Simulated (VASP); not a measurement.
# Se (P6/mmm) in VASP: notebook

Runs on Se. Level: PBE. Tasks: single point.

Program: VASP 6.6.1. These are calculated values, not measurements. Logs are shortened: lines on timing, memory, paths and dates and some standing lists are left out, and cuts for length are marked.

## (1) The cell of the first run

The structure is hexagonal, space group P6/mmm (No. 191). The conventional cell has a = 2.227 Å, b = 2.227 Å, c = 2.072 Å, α = 90.00°, β = 90.00°, γ = 120.00°. Se (site symmetry 6/mmm) has 8 Se at 2.07 to 2.23 Å within 2.7 Å.

## (2) Single point, PBE (volume scaled by 0.4)

INCAR reads:

```
PREC = Accurate ; ENCUT = 520
EDIFF = 1E-6 ; ISMEAR = -1
SIGMA = 0.1 ; LREAL = False
LASPH = True ; NELM = 80
ALGO = Normal ; ISIF = 2
LWAVE = False ; LCHARG = True
GGA = PE ; LELF = True
LVHAR = True ; NBANDS = 9
```

KPOINTS reads:

```
Automatic mesh
0
Gamma
  16 16 15
```

POSCAR reads:

```
Se
1.0
    2.2270273148      0.0000000000      0.0000000000
   -1.1135136574      1.9286622295      0.0000000000
    0.0000000000      0.0000000000      2.0723964961
Se
1
Direct
    0.0000000000      0.0000000000      0.0000000000
```

Potentials or basis: VASP PAW PBE potentials, release 64 (Se).

On the command line:

```
> cat potpaw_PBE.64/Se/POTCAR > POTCAR
> mpirun -np 1 vasp_std > vasp.out
```

OUTCAR:

```text
PREC = Accurate
   ENCUT = 520
   EDIFF = 1E-6
   ISMEAR = -1
   LREAL = False
   LASPH = True
   NELM = 80
   ISIF = 2
   GGA = PE

 ion  position               nearest neighbor table
   1  0.000  0.000  0.000-

  LATTYP: Found a hexagonal cell.
 ALAT       =     2.2270273148
 C/A-ratio  =     0.9305662676

  Lattice vectors:

 A1 = (   2.2270273148,   0.0000000000,   0.0000000000)
 A2 = (  -1.1135136574,   1.9286622295,   0.0000000000)
 A3 = (   0.0000000000,   0.0000000000,   2.0723964961)

Analysis of symmetry for initial positions (statically):
=====================================================================
 Subroutine PRICEL returns:
 Original cell was already a primitive cell.

 Routine SETGRP: Setting up the symmetry group for a
 hexagonal supercell.

 Subroutine GETGRP returns: Found 24 space group operations
 (whereof 24 operations were pure point group operations)
 out of a pool of 24 trial point group operations.

The static configuration has the point symmetry D_6h.

Analysis of symmetry for dynamics (positions and initial velocities):
=====================================================================
 Subroutine PRICEL returns:
 Original cell was already a primitive cell.

 Routine SETGRP: Setting up the symmetry group for a
 hexagonal supercell.

 Subroutine GETGRP returns: Found 24 space group operations
 (whereof 24 operations were pure point group operations)
 out of a pool of 24 trial point group operations.

The dynamic configuration has the point symmetry D_6h.

 Subroutine INISYM returns: Found 24 space group operations
 (whereof 24 operations are pure point group operations),
 and found     1 'primitive' translations

----------------------------------------------------------------------------------------

                                     Primitive cell

  volume of cell :       8.9013

  direct lattice vectors                    reciprocal lattice vectors
     2.227027315  0.000000000  0.000000000     0.449029068  0.259247053  0.000000000
    -1.113513657  1.928662229  0.000000000     0.000000000  0.518494107  0.000000000
     0.000000000  0.000000000  2.072396496     0.000000000  0.000000000  0.482533146

  length of vectors
     2.227027315  2.227027315  2.072396496     0.518494107  0.518494107  0.482533146

  position of ions in fractional coordinates (direct lattice)
     0.000000000  0.000000000  0.000000000

  ion indices of the primitive-cell ions
   primitive index   ion index
                 1           1

----------------------------------------------------------------------------------------

 KPOINTS: Automatic mesh

Automatic generation of k-mesh.
 Grid dimensions read from file:
 generate k-points for:   16   16   15

 Generating k-lattice:

  Cartesian coordinates                     Fractional coordinates (reciprocal lattice)
     0.028064317  0.016202941  0.000000000     0.062500000  0.000000000  0.000000000
     0.000000000  0.032405882  0.000000000     0.000000000  0.062500000  0.000000000
     0.000000000  0.000000000  0.032168876     0.000000000  0.000000000  0.066666667

  Length of vectors
     0.032405882  0.032405882  0.032168876

  Shift w.r.t. Gamma in fractional coordinates (k-lattice)
     0.000000000  0.000000000  0.000000000

 Subroutine IBZKPT returns following result:
 ===========================================

 Found    240 irreducible k-points:

 Following reciprocal coordinates:
            Coordinates               Weight
  0.000000  0.000000  0.000000      1.000000
  0.062500  0.000000  0.000000      6.000000
  0.125000  0.000000  0.000000      6.000000
  0.187500 -0.000000  0.000000      6.000000
  0.250000  0.000000  0.000000      6.000000
  0.312500  0.000000  0.000000      6.000000
[... 16 lines left out ...]
  0.187500  0.187500  0.000000      6.000000
  0.250000  0.187500  0.000000     12.000000
 [... further k-points ...]
   k-points           NKPTS =    240   k-points in BZ     NKDIM =    240   number of bands    NBANDS=      9
   number of dos      NEDOS =    301   number of ions     NIONS =      1
   total plane-waves  NPLWV =   5184
   dimension x,y,z NGX =    18 NGY =   18 NGZ =   16
   dimension x,y,z NGXF=    36 NGYF=   36 NGZF=   32
   ions per type =               1
   NGX,Y,Z   is equivalent  to a cutoff of  13.44, 13.44, 12.84 a.u.
   NGXF,Y,Z  is equivalent  to a cutoff of  26.87, 26.87, 25.67 a.u.
 SYSTEM =  unknown system
   PREC   = accura    normal or accurate (medium, high low for compatibility)
   ISTART =      0    job   : 0-new  1-cont  2-samecut
   ICHARG =      2    charge: 1-file 2-atom 10-const
   ISPIN  =      1    spin polarized calculation?
   LNONCOLLINEAR =      F non collinear calculations
   LSORBIT =      F    spin-orbit coupling
   LASPH  =      T    aspherical Exc in radial PAW
   ENCUT  =  520.0 eV  38.22 Ry    6.18 a.u.   4.14  4.14  3.85*2*pi/ulx,y,z
   NELM   =     80;   NELMIN=  2; NELMDL= -5     # of ELM steps
   EDIFF  = 0.1E-05   stopping-criterion for ELM
   LREAL  =      F    real-space projection
   EDIFFG = 0.1E-04   stopping-criterion for IOM
   NSW    =      0    number of steps for IOM
   IBRION =     -1    ionic relax: 0-MD 1-quasi-New 2-CG
   NFREE  =      0    steps in history (QN), initial steepest desc. (CG)
   ISIF   =      2    stress and relaxation
   ISYM   =      2    0-nonsym 1-usesym 2-fastsym
   POTIM  = 0.5000    time-step for ionic-motion
   TEBEG  =    0.0;   TEEND  =   0.0 temperature during run
   PSTRESS=    0.0 pullay stress
   NELECT =       6.0000    total number of electrons
   NUPDOWN=      -1.0000    fix difference up-down
   EMIN   =  10.00;   EMAX   =-10.00  energy-range for DOS
   EFERMI =   0.00;   METHOD = LEGACY
   ISMEAR =    -1;   SIGMA  =   0.10  broadening in eV -4-tet -1-fermi 0-gaus
   EFERMI_NEDOS =   21; number of points for ismear=-14 and -15
   IALGO  =     38    algorithm
   IMIX   =      4    mixing-type and parameters
     AMIX     =   0.40;   BMIX     =  1.00
     AMIX_MAG =   1.60;   BMIX_MAG =  1.00
  volume/ion in A,a.u.               =       8.90        60.07
  Fermi-wavevector in a.u.,A,eV,Ry     =   1.435403  2.712518 28.033180  2.060381
  Thomas-Fermi vector in A             =   2.554705
   LORBIT       =      0    0 simple, 1 ext, 2 COOP (PROOUT), +10 PAW based schemes
   GGA     = PE    functional components
   LHFCALC =     F    Hartree Fock is set to
   AEXX    =    0.0000 exact exchange contribution
   IVDW    =     0    specifies the selected vdW correction
   LEPSILON=     F    determine dielectric tensor
   LRPA    =     F    only Hartree local field effects (RPA)
 non-spin polarized calculation
  energy-cutoff  :      520.00
  volume of cell :        8.90
 maximum number of plane-waves:       252
 NGX is ok and might be reduce to    18
   NGX =  9   NGY =  9   NGZ =  7

 number of electron       6.0000000 magnetization

 Free energy of the ion-electron system (eV)
  ---------------------------------------------------
  ext. energy  EPLUGINS =         0.00000000
  ---------------------------------------------------
  free energy    TOTEN  =         4.63508535 eV

  energy without entropy =        4.64460311  energy(sigma->0) =        4.63984423

 E-fermi :  20.4623     XC(G=0): -14.6547

 val. band max:       20.3641377245   @ k =   0.2500   0.0000   0.4000
 cond. band min:      20.4740980065   @ k =   0.2500   0.0625   0.1333
 fundamental gap:      0.1099602820
 Fermi energy:        20.4623181675

 k-point     1 :       0.0000    0.0000    0.0000
  band No.  band energies     occupation
      1      -8.2058      2.00000
      2      24.9409      0.00000
      3      27.6678      0.00000
      4      28.0315      0.00000
      5      28.0315      0.00000
      6      33.7890      0.00000
      7      33.7890      0.00000
      8      35.7827      0.00000
      9      40.9356      0.00000

 k-point     2 :       0.0625    0.0000    0.0000
  band No.  band energies     occupation
      1      -8.0464      2.00000
      2      25.1049      0.00000
      3      25.4904      0.00000
      4      27.2247      0.00000
      5      28.7600      0.00000
      6      32.3682      0.00000
      7      34.8450      0.00000
      8      38.5144      0.00000
      9      41.6728      0.00000

 k-point     3 :       0.1250    0.0000    0.0000
  band No.  band energies     occupation
      1      -7.5679      2.00000
      2      22.0784      0.00000
      3      25.5939      0.00000
      4      25.6601      0.00000
      5      28.4406      0.00000
      6      31.9113      0.00000
      7      37.1593      0.00000
      8      41.7750      0.00000
      9      44.3685      0.00000

 k-point     4 :       0.1875   -0.0000    0.0000
  band No.  band energies     occupation
      1      -6.7699      2.00000
      2      18.3410      2.00000
      3      24.0703      0.00000
      4      26.3980      0.00000
      5      27.5840      0.00000
      6      32.3741      0.00000
      7      40.0026      0.00000
      8      44.2197      0.00000
      9      48.8161      0.00000
[... 205 lines left out ...]
 k-point    22 :       0.4375    0.1250    0.0000
  band No.  band energies     occupation
      1       1.7019      2.00000
      2       3.4220      2.00000
      3      15.2543      2.00000
      4      30.3030      0.00000
      5      33.1478      0.00000
      6      38.8068      0.00000
      7      39.1869      0.00000
      8      40.9728      0.00000
      9      48.4782      0.00000

 k-point    23 :       0.1875    0.1875    0.0000
  band No.  band energies     occupation
      1      -3.8977      2.00000
      2      13.0016      2.00000
      3      15.0490      2.00000
      4      29.1745      0.00000
      5      32.6143      0.00000
      6      35.4857      0.00000
      7      39.5682      0.00000
      8      45.9157      0.00000
      9      48.4341      0.00000

 k-point    24 :       0.2500    0.1875    0.0000
  band No.  band energies     occupation
      1      -2.3099      2.00000
      2      10.2846      2.00000
      3      13.4524      2.00000
      4      30.6104      0.00000
      5      33.4775      0.00000
      6      36.6844      0.00000
      7      41.1876      0.00000
      8      43.6161      0.00000
      9      46.9758      0.00000

 [... further k-points ...]

------------------------ aborting loop because EDIFF is reached ----------------------------------------

  FORCE on cell =-STRESS in cart. coord.  units (eV):
  Direction    XX          YY          ZZ          XY          YZ          ZX
  --------------------------------------------------------------------------------------
  -------------------------------------------------------------------------------------
  Total       22.8042103     22.8042103     22.8476000      0.0000000      0.0000000      0.0000000
  in kB     4104.6019912   4104.6019910   4112.4118454      0.0000000      0.0000000      0.0000000
  external PRESSURE =    4107.2052759 kB  Pullay stress =       0.0000000 kB

 VOLUME and BASIS-vectors are now :
 -----------------------------------------------------------------------------
  energy-cutoff  :      520.00
  volume of cell :        8.90
      direct lattice vectors                 reciprocal lattice vectors
     2.227027315  0.000000000  0.000000000     0.449029068  0.259247053  0.000000000
    -1.113513657  1.928662229  0.000000000     0.000000000  0.518494107  0.000000000
     0.000000000  0.000000000  2.072396496     0.000000000  0.000000000  0.482533146

 POSITION                                       TOTAL-FORCE (eV/Angst)
 -----------------------------------------------------------------------------------
      0.00000      0.00000      0.00000        -0.000000      0.000000      0.000000
 -----------------------------------------------------------------------------------
    total drift:                               -0.000000      0.000000     -0.000000

  FREE ENERGIE OF THE ION-ELECTRON SYSTEM (eV)
  ---------------------------------------------------
  free  energy   TOTEN  =         4.6350853543 eV

  energy  without entropy=        4.6446031133  energy(sigma->0) =        4.63984423
```

Run time: 6.7 s. Hardware: 1 thread of Intel Xeon 6975P-C (Granite Rapids), shared host; peak memory 0.13 GiB.

Results:

| Quantity | Value |
| --- | --- |
| Free energy | 4.6351 eV |
| Pressure | 410.7 GPa |
| Band gap on the k mesh | zero (band 3 reaches 34.44 eV, above the bottom of band 4 at 14.53 eV) |

Caveat: the cell differs from its parent crystal (volume scaled by 0.4).

## (3) Single point, PBE

This run uses another cell than the first one, of 14.46 Å³/atom, 1.625 times its volume.

INCAR reads:

```
SYSTEM = Se
  ALGO = Normal
  EDIFF = 1E-6
  ENCUT = 520
  GGA = PE
  ISIF = 2
  ISMEAR = -1
  LASPH = .TRUE.
  LCHARG = .FALSE.
  LREAL = .FALSE.
  LWAVE = .FALSE.
  NBANDS = 9
  NELM = 80
  PREC = Accurate
  SIGMA = 0.1
```

KPOINTS reads:

```
k-points
0
G
  16 16 15
  0 0 0
```

POSCAR reads:

```
Se
1.0
    2.6332847195      0.0000000000      0.0000000000
   -1.3166423597      2.2804914625      0.0000000000
    0.0000000000      0.0000000000      2.4086941848
Se
1
Direct
    0.0000000000      0.0000000000      0.0000000000
```

Potentials or basis: VASP PAW PBE potentials, release 64 (Se).

On the command line:

```
> cat potpaw_PBE.64/Se/POTCAR > POTCAR
> mpirun -np 1 vasp_std > vasp.out
```

OUTCAR:

```text
SYSTEM = Se
   EDIFF = 1E-6
   ENCUT = 520
   GGA = PE
   ISIF = 2
   ISMEAR = -1
   LASPH = .TRUE.
   LREAL = .FALSE.
   NELM = 80
   PREC = Accurate

 ion  position               nearest neighbor table
   1  0.000  0.000  0.000-

  LATTYP: Found a hexagonal cell.
 ALAT       =     2.6332847195
 C/A-ratio  =     0.9147108807

  Lattice vectors:

 A1 = (   2.6332847195,   0.0000000000,   0.0000000000)
 A2 = (  -1.3166423597,   2.2804914625,   0.0000000000)
 A3 = (   0.0000000000,   0.0000000000,   2.4086941848)

Analysis of symmetry for initial positions (statically):
=====================================================================
 Subroutine PRICEL returns:
 Original cell was already a primitive cell.

 Routine SETGRP: Setting up the symmetry group for a
 hexagonal supercell.

 Subroutine GETGRP returns: Found 24 space group operations
 (whereof 24 operations were pure point group operations)
 out of a pool of 24 trial point group operations.

The static configuration has the point symmetry D_6h.

Analysis of symmetry for dynamics (positions and initial velocities):
[... 161 lines left out ...]
 fundamental gap:      0.0596234289
 Fermi energy:        10.8750335050

 k-point     1 :       0.0000    0.0000    0.0000
  band No.  band energies     occupation
      1      -9.7649      2.00000
      2      14.0904      0.00000
      3      14.3465      0.00000
      4      14.3465      0.00000
      5      18.4628      0.00000
      6      22.7984      0.00000
      7      22.7984      0.00000
      8      23.8427      0.00000
      9      26.1611      0.00000
[... 265 lines left out ...]
 k-point    24 :       0.2500    0.1875    0.0000
  band No.  band energies     occupation
      1      -6.1099      2.00000
      2       3.4572      2.00000
      3       6.7775      2.00000
      4      16.9717      0.00000
      5      22.0810      0.00000
      6      23.5448      0.00000
      7      27.0089      0.00000
      8      29.2505      0.00000
      9      32.3673      0.00000

 [... further k-points ...]

------------------------ aborting loop because EDIFF is reached ----------------------------------------

  FORCE on cell =-STRESS in cart. coord.  units (eV):
  Direction    XX          YY          ZZ          XY          YZ          ZX
  --------------------------------------------------------------------------------------
  -------------------------------------------------------------------------------------
  Total        6.4539610      6.4539610      6.4840968      0.0000000     -0.0000000      0.0000000
  in kB      714.8731490    714.8731490    718.2111439      0.0000000     -0.0000000      0.0000000
  external PRESSURE =     715.9858140 kB  Pullay stress =       0.0000000 kB

 VOLUME and BASIS-vectors are now :
 -----------------------------------------------------------------------------
  energy-cutoff  :      520.00
  volume of cell :       14.46
      direct lattice vectors                 reciprocal lattice vectors
     2.633284720  0.000000000  0.000000000     0.379753846  0.219250985  0.000000000
    -1.316642360  2.280491463  0.000000000     0.000000000  0.438501970  0.000000000
     0.000000000  0.000000000  2.408694185     0.000000000  0.000000000  0.415162708

 POSITION                                       TOTAL-FORCE (eV/Angst)
 -----------------------------------------------------------------------------------
      0.00000      0.00000      0.00000         0.000000      0.000000      0.000000
 -----------------------------------------------------------------------------------
    total drift:                               -0.000000     -0.000000      0.000000

  FREE ENERGIE OF THE ION-ELECTRON SYSTEM (eV)
  ---------------------------------------------------
  free  energy   TOTEN  =        -1.9618683472 eV

  energy  without entropy=       -1.9478511362  energy(sigma->0) =       -1.95485974
```

Wall time 7.6 s (1 thread of Intel Xeon 6975P-C (Granite Rapids), shared host); peak memory 0.14 GiB.

Results:

```yaml
Free_energy: -1.9619 eV
Pressure: 71.6 GPa
Band_gap_on_the_k_mesh: zero (band 3 reaches 17.39 eV, above the bottom of band 4 at 5.97 eV)
```

Levels at points of the mesh, in eV from the Fermi level:
```tsv
k point	band 1	band 2	band 3	band 4	band 5	band 6	band 7
(0.00, 0.00, 0.00)	-20.64	3.22	3.47	3.47	7.59	11.92	11.92
(0.50, 0.00, 0.00)	-15.67	-10.86	-0.62	5.10	6.76	14.66	16.00
```
